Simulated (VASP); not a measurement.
# Hf (I4/mmm) in VASP: a series of runs, part 2 of 2

VASP 6.6.1. Earlier steps stand in the parts before.

## 5. Single point, PBEsol (strain +0.000 along x and y, -0.040 along z)

INCAR reads:

```
  ALGO = Normal
  EDIFF = 1E-7
  ENCUT = 520
  GGA = PS
  ISIF = 2
  ISMEAR = 0
  LASPH = T
  LCHARG = T
  LELF = T
  LREAL = F
  LVHAR = T
  LWAVE = F
  NBANDS = 11
  NELM = 80
  PREC = Accurate
  SIGMA = 0.15
```

KPOINTS reads:

```
k-points
0
Gamma
  18 18 18
```

POSCAR reads:

```
Hf
1.0
    0.0000000000      2.2200000000      2.1312000000
    2.2200000000      0.0000000000      2.1312000000
    2.2200000000      2.2200000000      0.0000000000
Hf
1
Direct
    0.0000000000      0.0000000000      0.0000000000
```

Potentials or basis: VASP PAW PBE potentials, release 64 (Hf_pv).

Launch:

```sh
cat potpaw_PBE.64/Hf_pv/POTCAR > POTCAR
mpirun -np 1 vasp_std > vasp.out
```

OUTCAR:

```text
EDIFF = 1E-7
   ENCUT = 520
   GGA = PS
   ISIF = 2
   ISMEAR = 0
   LASPH = T
   LREAL = F
   NELM = 80
   PREC = Accurate

 ion  position               nearest neighbor table
   1  0.000  0.000  0.000-

  LATTYP: Found a body centered tetragonal cell.
 ALAT       =     3.1395541085
 C/A-ratio  =     1.3576450199

  Lattice vectors:

 A1 = (   0.0000000000,  -2.2200000000,  -2.1312000000)
 A2 = (   0.0000000000,   2.2200000000,  -2.1312000000)
 A3 = (   2.2200000000,   0.0000000000,   2.1312000000)

[... 513 lines left out ...]
     11      18.2941      0.00000

 [... further k-points ...]

------------------------ aborting loop because EDIFF is reached ----------------------------------------

  FORCE on cell =-STRESS in cart. coord.  units (eV):
  Direction    XX          YY          ZZ          XY          YZ          ZX
  --------------------------------------------------------------------------------------
  -------------------------------------------------------------------------------------
  Total        0.2389199      0.2389199      0.5300240      0.0000000      0.0000000      0.0000000
  in kB       18.2222834     18.2222834     40.4246212      0.0000000      0.0000000      0.0000000
  external PRESSURE =      25.6230627 kB  Pullay stress =       0.0000000 kB

 VOLUME and BASIS-vectors are now :
 -----------------------------------------------------------------------------
  energy-cutoff  :      520.00
  volume of cell :       21.01
      direct lattice vectors                 reciprocal lattice vectors
     0.000000000  2.220000000  2.131200000    -0.225225225  0.225225225  0.234609610
     2.220000000  0.000000000  2.131200000     0.225225225 -0.225225225  0.234609610
     2.220000000  2.220000000  0.000000000     0.225225225  0.225225225 -0.234609610

 POSITION                                       TOTAL-FORCE (eV/Angst)
 -----------------------------------------------------------------------------------
      0.00000      0.00000      0.00000         0.000000      0.000000      0.000000
 -----------------------------------------------------------------------------------
    total drift:                                0.000000     -0.000000     -0.000000

  FREE ENERGIE OF THE ION-ELECTRON SYSTEM (eV)
  ---------------------------------------------------
  free  energy   TOTEN  =       -10.4343276977 eV

  energy  without entropy=      -10.4185033636  energy(sigma->0) =      -10.42641553
```

OSZICAR:

```text
N       E                     dE             d eps       ncg     rms          rms(c)
DAV:   1     0.124327397233E+02    0.12433E+02   -0.57245E+03 10656   0.844E+02
DAV:   2    -0.103390542097E+02   -0.22772E+02   -0.22046E+02 13233   0.156E+02
DAV:   3    -0.107714113265E+02   -0.43236E+00   -0.42753E+00 13291   0.148E+01
DAV:   4    -0.107729369488E+02   -0.15256E-02   -0.15254E-02 12001   0.106E+00
DAV:   5    -0.107729444393E+02   -0.74905E-05   -0.74902E-05 13411   0.663E-02    0.476E+01
DAV:   6    -0.105240028170E+02    0.24894E+00   -0.19912E-01 12189   0.329E+00    0.283E+01
DAV:   7    -0.104380744554E+02    0.85928E-01   -0.31129E-01 12528   0.394E+00    0.131E+00
DAV:   8    -0.104342926097E+02    0.37818E-02   -0.23129E-02 11928   0.105E+00    0.685E-02
DAV:   9    -0.104343278982E+02   -0.35288E-04   -0.32956E-04 12759   0.149E-01    0.466E-02
DAV:  10    -0.104343276630E+02    0.23516E-06   -0.12998E-05 12160   0.274E-02    0.377E-02
DAV:  11    -0.104343276620E+02    0.99703E-09   -0.18075E-06 12827   0.102E-02    0.297E-03
DAV:  12    -0.104343276977E+02   -0.35714E-07   -0.27112E-08  7667   0.158E-03
   1 F= -.10434328E+02 E0= -.10426416E+02  d E =-.158243E-01
```

stdout:

```text
POSCAR found type information on POSCAR Hf
 POSCAR found :  1 types and       1 ions
 scaLAPACK will be used
 -----------------------------------------------------------------------------
|                                                                             |
|                                                                             |
|     You enforced a specific xc type in the INCAR file but a different       |
|     I HOPE YOU KNOW WHAT YOU ARE DOING!                                     |
|                                                                             |
 -----------------------------------------------------------------------------

 LDA part: xc-table for (Slater+PW92), standard interpolation
 POSCAR, INCAR and KPOINTS ok, starting setup
 FFT: planning ... GRIDC
 FFT: planning ... GRID_SOFT
 FFT: planning ... GRID
 WAVECAR not read
 entering main loop
```

Run time: 24 s. Hardware: 1 thread of Intel Xeon 6975P-C (Granite Rapids), shared host; peak memory 0.23 GiB.

Results:

```
Free energy            : -10.4343 eV
Pressure               : 2.6 GPa
Band gap on the k mesh : zero (bands 5 and 6 overlap by 2.08 eV)
```

Stress tensor (GPa, compression positive):
```
1.82 0.00 0.00
0.00 1.82 0.00
0.00 0.00 4.04
```

Caveat: the cell differs from its parent crystal (strain +0.000 along x and y, -0.040 along z); the PAW data sets were made with another functional, which shifts forces and pressure a little; spin-orbit coupling is left out, which moves the levels of the heavy elements.

## 6. Single point, PBEsol (strain -0.040 along x and y, +0.080 along z)

INCAR reads:

```
PREC = Accurate ; ENCUT = 520
EDIFF = 1E-6 ; ISMEAR = 0
SIGMA = 0.15 ; LREAL = False
LASPH = True ; NELM = 100
ALGO = Normal ; ISIF = 2
LWAVE = False ; LCHARG = False
GGA = PS ; NBANDS = 11
```

KPOINTS reads:

```
Automatic mesh
0
Gamma
  18 18 18
```

POSCAR reads:

```
Hf
1.0
    0.0000000000      2.1312000000      2.3976000000
    2.1312000000      0.0000000000      2.3976000000
    2.1312000000      2.1312000000      0.0000000000
Hf
1
Direct
    0.0000000000      0.0000000000      0.0000000000
```

Potentials or basis: VASP PAW PBE potentials, release 64 (Hf_pv).

Launch:

```sh
cat potpaw_PBE.64/Hf_pv/POTCAR > POTCAR
mpirun -np 1 vasp_std > vasp.out
```

OUTCAR:

```text
PREC = Accurate
   ENCUT = 520
   EDIFF = 1E-6
   ISMEAR = 0
   LREAL = False
   LASPH = True
   NELM = 100
   ISIF = 2
   GGA = PS

 ion  position               nearest neighbor table
   1  0.000  0.000  0.000-

  LATTYP: Found a body centered tetragonal cell.
 ALAT       =     3.0139719441
 C/A-ratio  =     1.5909902577

  Lattice vectors:

 A1 = (  -2.1312000000,   0.0000000000,   2.3976000000)
 A2 = (   2.1312000000,   0.0000000000,   2.3976000000)
[... 515 lines left out ...]
     11      17.9030      0.00000

 [... further k-points ...]

------------------------ aborting loop because EDIFF is reached ----------------------------------------

  FORCE on cell =-STRESS in cart. coord.  units (eV):
  Direction    XX          YY          ZZ          XY          YZ          ZX
  --------------------------------------------------------------------------------------
  -------------------------------------------------------------------------------------
  Total        0.0606475      0.0606475     -0.7569364      0.0000000      0.0000000      0.0000000
  in kB        4.4613716      4.4613716    -55.6820014      0.0000000      0.0000000      0.0000000
  external PRESSURE =     -15.5864194 kB  Pullay stress =       0.0000000 kB

 VOLUME and BASIS-vectors are now :
 -----------------------------------------------------------------------------
  energy-cutoff  :      520.00
  volume of cell :       21.78
      direct lattice vectors                 reciprocal lattice vectors
     0.000000000  2.131200000  2.397600000    -0.234609610  0.234609610  0.208541875
     2.131200000  0.000000000  2.397600000     0.234609610 -0.234609610  0.208541875
     2.131200000  2.131200000  0.000000000     0.234609610  0.234609610 -0.208541875

 POSITION                                       TOTAL-FORCE (eV/Angst)
 -----------------------------------------------------------------------------------
      0.00000      0.00000      0.00000         0.000000      0.000000      0.000000
 -----------------------------------------------------------------------------------
    total drift:                                0.000000     -0.000000     -0.000000

  FREE ENERGIE OF THE ION-ELECTRON SYSTEM (eV)
  ---------------------------------------------------
  free  energy   TOTEN  =       -10.4068777389 eV

  energy  without entropy=      -10.3874961779  energy(sigma->0) =      -10.39718696
```

OSZICAR:

```text
N       E                     dE             d eps       ncg     rms          rms(c)
DAV:   1     0.124487430505E+02    0.12449E+02   -0.57589E+03 10624   0.845E+02
DAV:   2    -0.103350222309E+02   -0.22784E+02   -0.22092E+02 13149   0.155E+02
DAV:   3    -0.107715291845E+02   -0.43651E+00   -0.43033E+00 13344   0.148E+01
DAV:   4    -0.107731653098E+02   -0.16361E-02   -0.16350E-02 12050   0.109E+00
DAV:   5    -0.107731739747E+02   -0.86649E-05   -0.86645E-05 13532   0.705E-02    0.467E+01
DAV:   6    -0.105012599233E+02    0.27191E+00   -0.22158E-01 12003   0.343E+00    0.275E+01
DAV:   7    -0.104113299914E+02    0.89930E-01   -0.32380E-01 12501   0.400E+00    0.128E+00
DAV:   8    -0.104068433167E+02    0.44867E-02   -0.23620E-02 12078   0.109E+00    0.968E-02
DAV:   9    -0.104068773700E+02   -0.34053E-04   -0.40273E-04 12700   0.161E-01    0.489E-02
DAV:  10    -0.104068772131E+02    0.15687E-06   -0.14369E-05 12764   0.281E-02    0.271E-02
DAV:  11    -0.104068777389E+02   -0.52583E-06   -0.14021E-06  9261   0.931E-03
   1 F= -.10406878E+02 E0= -.10397187E+02  d E =-.193816E-01
```

Wall time 23 s (1 thread of Intel Xeon 6975P-C (Granite Rapids), shared host); peak memory 0.23 GiB.

Results:

```
Free energy            : -10.4069 eV
Pressure               : -1.6 GPa
Band gap on the k mesh : zero (bands 5 and 6 overlap by 1.72 eV)
```

Caveat: the cell differs from its parent crystal (strain -0.040 along x and y, +0.080 along z); the PAW data sets were made with another functional, which shifts forces and pressure a little; spin-orbit coupling is left out, which moves the levels of the heavy elements.

## 7. Overview

```tsv
cell	gap on the mesh (eV)	pressure (GPa)
a = 2.952, b = 2.952, c = 3.014 Å, angles 59.3, 59.3, 61.4°, 1 atom	none	20.5
a = 3.083, b = 3.083, c = 2.888 Å, angles 62.1, 62.1, 55.9°, 1 atom	none	13.9
a = 3.017, b = 3.017, c = 3.140 Å, angles 58.6, 58.6, 62.7°, 1 atom	none	7.8
a = 3.077, b = 3.077, c = 3.140 Å, angles 59.3, 59.3, 61.3°, 1 atom	none	2.6
a = 3.208, b = 3.208, c = 3.014 Å, angles 62.0, 62.0, 56.0°, 1 atom	none	-1.6
```

Alike in all rows: task single point; level PBEsol; potentials or basis VASP PAW PBE potentials, release 64 (Hf_pv); no spin polarisation; k mesh 18 × 18 × 18; cutoff (eV) 520; smearing gaussian 0.15 eV.

Caveats: the PAW data sets were made with another functional, which shifts forces and pressure a little; spin-orbit coupling is left out, which moves the levels of the heavy elements; the cell stands under pressure (at least some runs).

Total energies depend on the potentials used, so only differences within one code and one set of settings carry meaning.
